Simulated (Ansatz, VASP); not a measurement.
# Two plane-wave programs on TaN

```
CELL_PARAMETERS angstrom
0.00000 2.18909 2.18909
2.18909 0.00000 2.18909
2.18909 2.18909 0.00000
ATOMIC_POSITIONS crystal
Ta 0.50000 0.50000 0.50000
N 0.00000 0.00000 0.00000
```

Alike in both runs: functional PBEsol; k mesh 8 × 8 × 8; occupations gaussian, width 0.1 eV; no spin polarisation.

Ansatz relaxed the structure, and its values are those at the end. VASP's run is a single point on that final structure, the one shown.

```csv
,VASP,Ansatz
version,VASP 6.6.1,Ansatz 0.2.0
potentials or method,"VASP PAW PBE potentials, release 64 (Ta_pv, N), cutoff 600 eV","scalar-relativistic, plane waves, PAW"
valence electrons in the cell,16,18
```

```csv
,VASP,Ansatz,Ansatz less VASP
gap on the k mesh at the Fermi level (eV),none,none,-
pressure (GPa),0.5,-0.4,-0.88
```

VASP's potentials were made for PBE, not for PBEsol. A gap of «none» marks a metal or a gap that the smearing closes. The functional is the same, so the differences come from potentials, cutoffs and numerics. VASP's potentials hold 16 valence electrons a cell and Ansatz's 18, so a difference there can come from the potentials and not from the codes.

Neither program's run includes spin-orbit coupling.
